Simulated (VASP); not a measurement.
# Al (I4/mmm) in VASP: a series of runs, part 2 of 2

VASP 6.6.1. Earlier steps stand in the parts before.

### Step 3. Single point, PBEsol

This run uses another cell than the first one, of the same volume but with other edges.

Contents of INCAR:

```
SYSTEM = Al
PREC = Accurate
ENCUT = 520
EDIFF = 1E-6
ISMEAR = 0
SIGMA = 0.15
LREAL = .FALSE.
LASPH = .TRUE.
NELM = 60
ALGO = Fast
ISIF = 2
LWAVE = .FALSE.
LCHARG = .TRUE.
GGA = PS
LELF = .TRUE.
LVHAR = .TRUE.
NBANDS = 8
```

Contents of KPOINTS:

```
regular mesh
0
G
  24 24 24
  0 0 0
```

Contents of POSCAR:

```
Al
1.0
   -1.8369277953      1.8369277953      1.1940030670
    1.8369277953     -1.8369277953      1.1940030670
    1.8369277953      1.8369277953     -1.1940030670
Al
1
Direct
    0.0000000000      0.0000000000      0.0000000000
```

Potentials or basis: VASP PAW PBE potentials, release 64 (Al).

Run with:

```sh
cat potpaw_PBE.64/Al/POTCAR > POTCAR
mpirun -np 1 vasp_std > vasp.out
```

OUTCAR:

```text
SYSTEM = Al
   PREC = Accurate
   ENCUT = 520
   EDIFF = 1E-6
   ISMEAR = 0
   LREAL = .FALSE.
   LASPH = .TRUE.
   NELM = 60
   ISIF = 2
   GGA = PS

 ion  position               nearest neighbor table
   1  0.000  0.000  0.000-

  LATTYP: Found a body centered tetragonal cell.
 ALAT       =     3.6738555906
 C/A-ratio  =     0.6500000000

  Lattice vectors:

 A1 = (  -1.8369277953,   1.8369277953,   1.1940030670)
 A2 = (   1.8369277953,  -1.8369277953,   1.1940030670)
 A3 = (   1.8369277953,   1.8369277953,  -1.1940030670)

Analysis of symmetry for initial positions (statically):
=====================================================================
 Subroutine PRICEL returns:
 Original cell was already a primitive cell.

 Routine SETGRP: Setting up the symmetry group for a
 body centered tetragonal supercell.

 Subroutine GETGRP returns: Found 16 space group operations
 (whereof 16 operations were pure point group operations)
 out of a pool of 16 trial point group operations.

The static configuration has the point symmetry D_4h.

Analysis of symmetry for dynamics (positions and initial velocities):
=====================================================================
 Subroutine PRICEL returns:
 Original cell was already a primitive cell.

 Routine SETGRP: Setting up the symmetry group for a
 body centered tetragonal supercell.

 Subroutine GETGRP returns: Found 16 space group operations
 (whereof 16 operations were pure point group operations)
 out of a pool of 16 trial point group operations.

The dynamic configuration has the point symmetry D_4h.

 Subroutine INISYM returns: Found 16 space group operations
 (whereof 16 operations are pure point group operations),
 and found     1 'primitive' translations

----------------------------------------------------------------------------------------

                                     Primitive cell

  volume of cell :      16.1157

  direct lattice vectors                    reciprocal lattice vectors
    -1.836927795  1.836927795  1.194003067     0.000000000  0.272193606  0.418759393
     1.836927795 -1.836927795  1.194003067     0.272193606  0.000000000  0.418759393
     1.836927795  1.836927795 -1.194003067     0.272193606  0.272193606  0.000000000

  length of vectors
     2.859064668  2.859064668  2.859064668     0.499448484  0.499448484  0.384939889

  position of ions in fractional coordinates (direct lattice)
     0.000000000  0.000000000  0.000000000

  ion indices of the primitive-cell ions
   primitive index   ion index
                 1           1

----------------------------------------------------------------------------------------

 KPOINTS: regular mesh

Automatic generation of k-mesh.
 Grid dimensions read from file:
 generate k-points for:   24   24   24

 Generating k-lattice:

  Cartesian coordinates                     Fractional coordinates (reciprocal lattice)
     0.000000000  0.011341400  0.017448308     0.041666667  0.000000000 -0.000000000
     0.011341400  0.000000000  0.017448308     0.000000000  0.041666667 -0.000000000
     0.011341400  0.011341400  0.000000000     0.000000000  0.000000000  0.041666667

  Length of vectors
     0.020810354  0.020810354  0.016039162

  Shift w.r.t. Gamma in fractional coordinates (k-lattice)
     0.000000000  0.000000000  0.000000000

 Subroutine IBZKPT returns following result:
 ===========================================

 Found   1063 irreducible k-points:

 Following reciprocal coordinates:
            Coordinates               Weight
  0.000000  0.000000  0.000000      1.000000
  0.041667 -0.000000  0.000000      8.000000
  0.083333  0.000000  0.000000      8.000000
  0.125000  0.000000  0.000000      8.000000
  0.166667  0.000000 -0.000000      8.000000
  0.208333 -0.000000  0.000000      8.000000
[... 16 lines left out ...]
  0.416667  0.041667  0.000000     16.000000
  0.458333  0.041667  0.000000     16.000000
 [... further k-points ...]
   k-points           NKPTS =   1063   k-points in BZ     NKDIM =   1063   number of bands    NBANDS=      8
   number of dos      NEDOS =    301   number of ions     NIONS =      1
   total plane-waves  NPLWV =  13824
   dimension x,y,z NGX =    24 NGY =   24 NGZ =   24
   dimension x,y,z NGXF=    48 NGYF=   48 NGZF=   48
   ions per type =               1
   NGX,Y,Z   is equivalent  to a cutoff of  13.96, 13.96, 13.96 a.u.
   NGXF,Y,Z  is equivalent  to a cutoff of  27.91, 27.91, 27.91 a.u.
 SYSTEM =  Al
   PREC   = accura    normal or accurate (medium, high low for compatibility)
   ISTART =      0    job   : 0-new  1-cont  2-samecut
   ICHARG =      2    charge: 1-file 2-atom 10-const
   ISPIN  =      1    spin polarized calculation?
   LNONCOLLINEAR =      F non collinear calculations
   LSORBIT =      F    spin-orbit coupling
   LASPH  =      T    aspherical Exc in radial PAW
   ENCUT  =  520.0 eV  38.22 Ry    6.18 a.u.   5.32  5.32  5.32*2*pi/ulx,y,z
   NELM   =     60;   NELMIN=  2; NELMDL= -5     # of ELM steps
   EDIFF  = 0.1E-05   stopping-criterion for ELM
   LREAL  =      F    real-space projection
   EDIFFG = 0.1E-04   stopping-criterion for IOM
   NSW    =      0    number of steps for IOM
   IBRION =     -1    ionic relax: 0-MD 1-quasi-New 2-CG
   NFREE  =      0    steps in history (QN), initial steepest desc. (CG)
   ISIF   =      2    stress and relaxation
   ISYM   =      2    0-nonsym 1-usesym 2-fastsym
   POTIM  = 0.5000    time-step for ionic-motion
   TEBEG  =    0.0;   TEEND  =   0.0 temperature during run
   PSTRESS=    0.0 pullay stress
   NELECT =       3.0000    total number of electrons
   NUPDOWN=      -1.0000    fix difference up-down
   EMIN   =  10.00;   EMAX   =-10.00  energy-range for DOS
   EFERMI =   0.00;   METHOD = LEGACY
   ISMEAR =     0;   SIGMA  =   0.15  broadening in eV -4-tet -1-fermi 0-gaus
   EFERMI_NEDOS =   21; number of points for ismear=-14 and -15
   IALGO  =     68    algorithm
   IMIX   =      4    mixing-type and parameters
     AMIX     =   0.40;   BMIX     =  1.00
     AMIX_MAG =   1.60;   BMIX_MAG =  1.00
  volume/ion in A,a.u.               =      16.12       108.75
  Fermi-wavevector in a.u.,A,eV,Ry     =   0.934757  1.766435 11.888371  0.873771
  Thomas-Fermi vector in A             =   2.061595
   LORBIT       =      0    0 simple, 1 ext, 2 COOP (PROOUT), +10 PAW based schemes
   GGA     = PS    functional components
   LHFCALC =     F    Hartree Fock is set to
   AEXX    =    0.0000 exact exchange contribution
   IVDW    =     0    specifies the selected vdW correction
   LEPSILON=     F    determine dielectric tensor
   LRPA    =     F    only Hartree local field effects (RPA)
 non-spin polarized calculation
 RMM-DIIS sequential band-by-band and
 Gauss-broadening in eV      SIGMA  =   0.15
  energy-cutoff  :      520.00
  volume of cell :       16.12
 maximum number of plane-waves:       450
 NGX is ok and might be reduce to    24

 number of electron       3.0000000 magnetization

 Free energy of the ion-electron system (eV)
  ---------------------------------------------------
  ext. energy  EPLUGINS =         0.00000000
  ---------------------------------------------------
  free energy    TOTEN  =        -3.79138171 eV

  energy without entropy =       -3.78622705  energy(sigma->0) =       -3.78880438

 E-fermi :   8.0327     XC(G=0): -10.2977

 val. band max:        8.0288295065   @ k =   0.3750   0.0833   0.0417
 cond. band min:       8.0340808078   @ k =  -0.0417   0.4583   0.0417
 fundamental gap:      0.0052513013
 Fermi energy:         8.0327430245

 k-point     1 :       0.0000    0.0000    0.0000
  band No.  band energies     occupation
      1      -3.1763      2.00000
      2      15.9228      0.00000
      3      17.3849      0.00000
      4      17.3849      0.00000
      5      18.7569      0.00000
      6      28.5768      0.00000
      7      28.5768      0.00000
      8      30.0668      0.00000
[... 243 lines left out ...]
 k-point    24 :       0.4583    0.0417    0.0000
  band No.  band energies     occupation
      1       4.8451      2.00000
      2       6.7312      2.00000
      3      14.1256      0.00000
      4      15.4410      0.00000
      5      16.2678      0.00000
      6      19.1934      0.00000
      7      25.0629      0.00000
      8      28.2479      0.00000

 [... further k-points ...]

------------------------ aborting loop because EDIFF is reached ----------------------------------------

  FORCE on cell =-STRESS in cart. coord.  units (eV):
  Direction    XX          YY          ZZ          XY          YZ          ZX
  --------------------------------------------------------------------------------------
  -------------------------------------------------------------------------------------
  Total       -0.1453258     -0.1453258      3.6152426      0.0000000      0.0000000      0.0000000
  in kB      -14.4478668    -14.4478668    359.4168424      0.0000000      0.0000000      0.0000000
  external PRESSURE =     110.1737030 kB  Pullay stress =       0.0000000 kB

 VOLUME and BASIS-vectors are now :
 -----------------------------------------------------------------------------
  energy-cutoff  :      520.00
  volume of cell :       16.12
      direct lattice vectors                 reciprocal lattice vectors
    -1.836927795  1.836927795  1.194003067     0.000000000  0.272193606  0.418759393
     1.836927795 -1.836927795  1.194003067     0.272193606  0.000000000  0.418759393
     1.836927795  1.836927795 -1.194003067     0.272193606  0.272193606  0.000000000

 POSITION                                       TOTAL-FORCE (eV/Angst)
 -----------------------------------------------------------------------------------
      0.00000      0.00000      0.00000        -0.000000      0.000000      0.000000
 -----------------------------------------------------------------------------------
    total drift:                                0.000000      0.000000      0.000000

  FREE ENERGIE OF THE ION-ELECTRON SYSTEM (eV)
  ---------------------------------------------------
  free  energy   TOTEN  =        -3.7913817124 eV

  energy  without entropy=       -3.7862270495  energy(sigma->0) =       -3.78880438
```

stdout:

```text
POSCAR found type information on POSCAR Al
 POSCAR found :  1 types and       1 ions
 scaLAPACK will be used
 -----------------------------------------------------------------------------
|                                                                             |
|                                                                             |
|     You enforced a specific xc type in the INCAR file but a different       |
|     I HOPE YOU KNOW WHAT YOU ARE DOING!                                     |
|                                                                             |
 -----------------------------------------------------------------------------

 LDA part: xc-table for (Slater+PW92), standard interpolation
 POSCAR, INCAR and KPOINTS ok, starting setup
 FFT: planning ... GRIDC
 FFT: planning ... GRID_SOFT
 FFT: planning ... GRID
 WAVECAR not read
 entering main loop
```

Wall time 2.8 min (1 thread of Intel Xeon 8259CL, shared host); peak memory 0.23 GiB.

What came out:

* Free energy: -3.7914 eV
* Pressure: 11.0 GPa
* Band gap on the k mesh: zero (an odd number of electrons rules out a gap without spin polarisation)

Stress tensor (GPa, compression positive):
```
-1.44  0.00  0.00
 0.00 -1.44  0.00
 0.00  0.00 35.94
```

Levels at points of the mesh, in eV from the Fermi level:
```tsv
k point	band 1	band 2	band 3	band 4	band 5
(0.00, 0.00, 0.00)	-11.21	7.89	9.35	9.35	10.72
(0.50, 0.00, 0.00)	-3.12	-1.44	6.60	7.44	7.84
(0.50, 0.50, 0.00)	-6.32	-5.37	12.06	13.36	14.48
(0.50, 0.50, 0.50)	-1.33	-1.33	-0.83	1.23	13.40
```

Caveat: the stress differs along the axes, from -1 to 36 GPa; the PAW data sets were made with another functional, which shifts forces and pressure a little.
